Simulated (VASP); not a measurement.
A run of VASP 6.6.1 is set up as follows.

Contents of POSCAR:

```
SnSe
1.0
    0.0000000000      2.8595000000      2.8595000000
    2.8595000000      0.0000000000      2.8595000000
    2.8595000000      2.8595000000      0.0000000000
Sn Se
1 1
Direct
    0.0000000000      0.0000000000      0.0000000000
    0.5000000000      0.5000000000      0.5000000000
```

The input INCAR.step1:

```
PREC = Accurate
ENCUT = 520
ISMEAR = 0
SIGMA = 0.05
LREAL = False
LASPH = True
NELM = 100
NBANDS = 17
GGA = PE
ALGO = Normal
EDIFF = 1E-4
LWAVE = True
LCHARG = False
```

The input INCAR.step2:

```
PREC = Accurate
ENCUT = 520
EDIFF = 1E-6
ISMEAR = 0
SIGMA = 0.05
LREAL = False
LASPH = True
NELM = 100
ALGO = Normal
ISIF = 2
LWAVE = False
LCHARG = False
METAGGA = R2SCAN
LMIXTAU = True
NBANDS = 17
ISTART = 1
```

File KPOINTS:

```
regular mesh
0
Gamma
  10 10 10
```

Potentials or basis: VASP PAW PBE potentials, release 64 (Sn_d, Se).

The run is started by

```bash
$ cat potpaw_PBE.64/Sn_d/POTCAR potpaw_PBE.64/Se/POTCAR > POTCAR
$ cp INCAR.step1 INCAR
$ mpirun -np 1 vasp_std > vasp.out
$ cp INCAR.step2 INCAR
$ mpirun -np 1 vasp_std > vasp.out
```

Predict the band gap on the k mesh.

0.42 eV, indirect (least direct gap 0.65 eV).

Predict the pressure.

11.3 GPa.

Caveat: the cell differs from its parent crystal (strain -0.050 along x and y, -0.050 along z); the PAW data sets were made with another functional, which shifts forces and pressure a little; spin-orbit coupling is left out, which moves the levels of the heavy elements. A k mesh can miss the band edges.
